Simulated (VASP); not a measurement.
# B11N12 (a cell with a defect) in VASP: single point with PBEsol

Aim: the single point of B11N12 (a cell with a defect) with PBEsol.

All numbers are computed with VASP 6.6.1; they aren't measurements. Logs are shortened: lines on timing, memory, paths and dates and some standing lists are left out, and cuts for length are marked.

### Step 1. The cell of the first run

The cell holds a defect, 23 atoms: a = 6.269 Å, b = 6.269 Å, c = 7.112 Å, α = 64.75°, β = 64.75°, γ = 73.63°.

### Step 2. Single point, PBEsol

Input file INCAR:

```
SYSTEM = B11N12
ALGO = Normal
EDIFF = 1E-6
ENCUT = 520
GGA = PS
ISIF = 2
ISMEAR = 0
LASPH = .TRUE.
LCHARG = .FALSE.
LREAL = Auto
LWAVE = .FALSE.
NBANDS = 64
NELM = 60
PREC = Accurate
SIGMA = 0.05
```

Input file KPOINTS:

```
k-points
0
G
  4 4 4
  0 0 0
```

Input file POSCAR:

```
B11N12
1.0
   -3.7562920096      3.6144936715     -3.4815292169
    3.7562920096      3.6144936715     -3.4815292169
    0.0000000000     -1.4457974686     -6.9630584338
B N
11 12
Direct
    0.6014754827      0.9074833748      0.2262918896
    0.8398143070      0.1635133183      0.5121639567
    0.5057863057      0.5143080074      0.4763692386
    0.2572606320      0.2179859963      0.2496068351
    0.0064915958      0.0027900732     -0.0184482728
    0.7213263599      0.7739825431      0.8000764921
    0.6853640985      0.3429937512     -0.0019719638
    0.4115706254      0.0977603579      0.7451532039
    0.9298319763      0.5687274624      0.2344329789
    0.3292523372      0.6593651177      0.0055737643
    0.0385178783      0.6807288656      0.6637020917
    0.3500276304     -0.0482159023      0.3213462406
    0.7586813323      0.0883559173      0.0713943553
    0.0113179817      0.3160288500      0.3280155499
    0.6862894314      0.6586342332      0.3096181064
    0.4253678335      0.4043412467      0.0861339311
    0.1679689255      0.1618991098      0.8128143475
    0.9026895690      0.9189319164      0.6383475909
    0.8437263557      0.5329302310      0.8548891164
    0.5846385170      0.2605944871      0.5795613579
    0.0840292629      0.7437460777      0.0702807497
    0.4800503775      0.8424165079      0.8533748433
    0.2769614649      0.6724722495      0.5068082966
```

Potentials or basis: VASP PAW PBE potentials, release 64 (B, N).

On the command line:

```bash
$ cat potpaw_PBE.64/B/POTCAR potpaw_PBE.64/N/POTCAR > POTCAR
$ mpirun -np 1 vasp_std > vasp.out
```

OUTCAR:

```text
SYSTEM = B11N12
   EDIFF = 1E-6
   ENCUT = 520
   GGA = PS
   ISIF = 2
   ISMEAR = 0
   LASPH = .TRUE.
   LREAL = Auto
   NELM = 60
   PREC = Accurate

 ion  position               nearest neighbor table
   1  0.601  0.907  0.226-  12 1.42  15 1.44  13 1.45
   2  0.840  0.164  0.512-  14 1.45  18 1.45  20 1.48
   3  0.506  0.514  0.476-  15 1.42  20 1.48  23 1.48
   4  0.257  0.218  0.250-  14 1.45  16 1.52  12 1.54
   5  0.006  0.003  0.982-  17 1.40  13 1.44  21 1.49
   6  0.721  0.774  0.800-  22 1.38  18 1.42  19 1.46  11 1.85
   7  0.685  0.343  0.998-  13 1.45  16 1.48  19 1.49
   8  0.412  0.098  0.745-  17 1.38  20 1.45  22 1.48
   9  0.930  0.569  0.234-  15 1.42  21 1.43  14 1.47
  10  0.329  0.659  0.006-  21 1.41  22 1.44  16 1.49
  11  0.039  0.681  0.664-  23 1.44  18 1.47  19 1.53   6 1.85
  12  0.350  0.952  0.321-   1 1.42   4 1.54  23 1.73
  13  0.759  0.088  0.071-   5 1.44   1 1.45   7 1.45
  14  0.011  0.316  0.328-   4 1.45   2 1.45   9 1.47
  15  0.686  0.659  0.310-   9 1.42   3 1.42   1 1.44
  16  0.425  0.404  0.086-   7 1.48  10 1.49   4 1.52
  17  0.168  0.162  0.813-   8 1.38   5 1.40
  18  0.903  0.919  0.638-   6 1.42   2 1.45  11 1.47
  19  0.844  0.533  0.855-   6 1.46   7 1.49  11 1.53
  20  0.585  0.261  0.580-   8 1.45   3 1.48   2 1.48
  21  0.084  0.744  0.070-  10 1.41   9 1.43   5 1.49
  22  0.480  0.842  0.853-   6 1.38  10 1.44   8 1.48
  23  0.277  0.672  0.507-  11 1.44   3 1.48  12 1.73

  LATTYP: Found a base centered monoclinic cell.
 ALAT       =    10.0370533902
 B/A-ratio  =     0.7484850112
 C/A-ratio  =     0.7085322469
 COS(beta)  =    -0.5328232170

  Lattice vectors:

 A1 = (   3.7562920096,  -3.6144936715,   3.4815292169)
 A2 = (  -3.7562920096,  -3.6144936715,   3.4815292169)
 A3 = (   0.0000000000,  -1.4457974686,  -6.9630584338)

Analysis of symmetry for initial positions (statically):
=====================================================================
 Subroutine PRICEL returns:
 Original cell was already a primitive cell.

 Routine SETGRP: Setting up the symmetry group for a
 base centered monoclinic supercell.

 Subroutine GETGRP returns: Found  1 space group operations
 (whereof  1 operations were pure point group operations)
 out of a pool of  4 trial point group operations.

The static configuration has the point symmetry C_1 .

Analysis of symmetry for dynamics (positions and initial velocities):
=====================================================================
 Subroutine PRICEL returns:
[... 152 lines left out ...]
   LREAL  =      T    real-space projection
   EDIFFG = 0.1E-04   stopping-criterion for IOM
   NSW    =      0    number of steps for IOM
[... 5 lines left out ...]
   TEBEG  =    0.0;   TEEND  =   0.0 temperature during run
   PSTRESS=    0.0 pullay stress
   NELECT =      93.0000    total number of electrons
   NUPDOWN=      -1.0000    fix difference up-down
   EMIN   =  10.00;   EMAX   =-10.00  energy-range for DOS
   EFERMI =   0.00;   METHOD = LEGACY
   ISMEAR =     0;   SIGMA  =   0.05  broadening in eV -4-tet -1-fermi 0-gaus
   EFERMI_NEDOS =   21; number of points for ismear=-14 and -15
   IALGO  =     38    algorithm
   IMIX   =      4    mixing-type and parameters
     AMIX     =   0.40;   BMIX     =  1.00
     AMIX_MAG =   1.60;   BMIX_MAG =  1.00
  volume/ion in A,a.u.               =       9.86        66.57
  Fermi-wavevector in a.u.,A,eV,Ry     =   1.216083  2.298063 20.121073  1.478857
  Thomas-Fermi vector in A             =   2.351448
   LORBIT       =      0    0 simple, 1 ext, 2 COOP (PROOUT), +10 PAW based schemes
   GGA     = PS    functional components
   LHFCALC =     F    Hartree Fock is set to
   AEXX    =    0.0000 exact exchange contribution
   IVDW    =     0    specifies the selected vdW correction
   LEPSILON=     F    determine dielectric tensor
   LRPA    =     F    only Hartree local field effects (RPA)
 non-spin polarized calculation
 Gauss-broadening in eV      SIGMA  =   0.05
  energy-cutoff  :      520.00
  volume of cell :      226.89
 maximum number of plane-waves:      6130
 NGX is ok and might be reduce to    48
   NGX = 23   NGY = 23   NGZ = 27

 number of electron      93.0000004 magnetization

 Free energy of the ion-electron system (eV)
  ---------------------------------------------------
  ext. energy  EPLUGINS =         0.00000000
  ---------------------------------------------------
  free energy    TOTEN  =      -200.67232702 eV

  energy without entropy =     -200.65908227  energy(sigma->0) =     -200.66570464

 E-fermi :   1.6447     XC(G=0):  -9.8249

 val. band max:        1.6420629617   @ k =   0.0000   0.0000   0.2500
 cond. band min:       1.6502366781   @ k =   0.5000   0.2500  -0.2500
 fundamental gap:      0.0081737164
 Fermi energy:         1.6446784064

 k-point     1 :       0.0000    0.0000    0.0000
  band No.  band energies     occupation
      1     -16.4021      2.00000
      2     -15.5132      2.00000
      3     -15.0928      2.00000
      4     -14.5673      2.00000
      5     -14.3207      2.00000
      6     -14.0535      2.00000
[... 1453 lines left out ...]
     57       8.7845      0.00000
     58       9.3450      0.00000

 [... further k-points ...]

 [bands above 58 left out]

------------------------ aborting loop because EDIFF is reached ----------------------------------------

  FORCE on cell =-STRESS in cart. coord.  units (eV):
  Direction    XX          YY          ZZ          XY          YZ          ZX
  --------------------------------------------------------------------------------------
  -------------------------------------------------------------------------------------
  Total       -2.9927409    -13.0330139      0.1142925    -19.9945830     -0.0503412     -0.3635979
  in kB      -21.1330220    -92.0316790      0.8070680   -141.1902923     -0.3554804     -2.5675202
  external PRESSURE =     -37.4525443 kB  Pullay stress =       0.0000000 kB

 VOLUME and BASIS-vectors are now :
 -----------------------------------------------------------------------------
  energy-cutoff  :      520.00
  volume of cell :      226.89
      direct lattice vectors                 reciprocal lattice vectors
    -3.756292010  3.614493672 -3.481529217    -0.133109992  0.115276635 -0.023935842
     3.756292010  3.614493672 -3.481529217     0.133109992  0.115276635 -0.023935842
     0.000000000 -1.445797469 -6.963058434     0.000000000 -0.115276635 -0.119679210

 POSITION                                       TOTAL-FORCE (eV/Angst)
 -----------------------------------------------------------------------------------
      1.14945      5.12695     -6.82917        -0.153748     -0.024506     -0.128128
     -2.54038      2.88604     -7.05934         0.191679     -0.111621     -0.026658
      0.03201      2.99839     -6.86847         0.135754      0.154552     -0.030461
     -0.14753      1.35690     -3.39261        -0.116677     -0.217996     -0.168645
     -0.01390     -1.38558     -6.86692        -0.173138     -0.232412      0.010004
      0.19779      4.24804    -10.77694         0.038177     -0.052767      0.177337
[... 15 lines left out ...]
      1.36115      3.54624    -10.54631        -0.040875     -0.060589     -0.056752
      1.48565      2.69898     -6.83442         0.753509      1.251213     -0.051172
 -----------------------------------------------------------------------------------
    total drift:                               -0.002709      0.003052     -0.001254

  FREE ENERGIE OF THE ION-ELECTRON SYSTEM (eV)
  ---------------------------------------------------
  free  energy   TOTEN  =      -200.6723270160 eV

  energy  without entropy=     -200.6590822695  energy(sigma->0) =     -200.66570464
```

stdout:

```text
POSCAR found type information on POSCAR B N
 POSCAR found :  2 types and      23 ions
 scaLAPACK will be used
 -----------------------------------------------------------------------------
|                                                                             |
|                                                                             |
|     You enforced a specific xc type in the INCAR file but a different       |
|     I HOPE YOU KNOW WHAT YOU ARE DOING!                                     |
|                                                                             |
 -----------------------------------------------------------------------------

 LDA part: xc-table for (Slater+PW92), standard interpolation
 POSCAR, INCAR and KPOINTS ok, starting setup
 FFT: planning ... GRIDC
 FFT: planning ... GRID_SOFT
 FFT: planning ... GRID
 WAVECAR not read
 entering main loop
```

Wall time 19 min (1 thread of Intel Xeon Platinum 8259CL at 2.50GHz (Skylake/Cascade Lake), shared host); peak memory 0.53 GiB.

Results:

```
Free energy            : -200.6723 eV
Pressure               : -3.7 GPa
Largest force          : 1.461 eV/Å
Band gap on the k mesh : zero (an odd number of electrons rules out a gap without spin polarisation)
```

Forces on the atoms (eV/Å):
```
B   -0.154 -0.025 -0.128
B    0.192 -0.112 -0.027
B    0.136  0.155 -0.030
B   -0.117 -0.218 -0.169
B   -0.173 -0.232  0.010
B    0.038 -0.053  0.177
B   -0.125  0.020  0.092
B    0.078 -0.124  0.000
B   -0.161 -0.024  0.011
B   -0.132 -0.065  0.044
B    0.185  0.662  0.116
N   -0.254 -0.423 -0.520
N   -0.030 -0.118  0.027
N   -0.091 -0.084 -0.005
N   -0.162  0.125 -0.017
N   -0.140 -0.149  0.043
N   -0.042 -0.396  0.045
N    0.268  0.032  0.103
N   -0.134 -0.013  0.331
N    0.253 -0.044 -0.007
N   -0.147 -0.106  0.013
N   -0.041 -0.061 -0.057
N    0.754  1.251 -0.051
```

Stress tensor (GPa, compression positive):
```
 -2.11 -14.12  -0.26
-14.12  -9.20  -0.04
 -0.26  -0.04   0.08
```

Levels at points of the mesh, in eV from the Fermi level:
```
           k point  band 45  band 46  band 47  band 48  band 49  band 50
(0.00, 0.00, 0.00)    -0.11     0.04     0.18     2.95     4.37     4.43
(0.50, 0.00, 0.00)    -0.72    -0.37    -0.13     2.85     4.38     4.83
(0.00, 0.50, 0.00)    -0.71    -0.39     0.01     2.84     4.25     4.91
(0.50, 0.50, 0.00)    -0.10    -0.04     0.20     2.92     3.88     4.55
(0.00, 0.00, 0.50)    -0.18    -0.12     0.15     2.87     4.76     4.86
(0.50, 0.00, 0.50)    -0.49    -0.32    -0.20     2.86     3.58     4.52
(0.00, 0.50, 0.50)    -0.45    -0.32    -0.21     2.86     3.70     4.60
(0.50, 0.50, 0.50)    -0.71    -0.40     0.15     2.89     4.27     4.52
```

Caveat: the PAW data sets were made with another functional, which shifts forces and pressure a little.
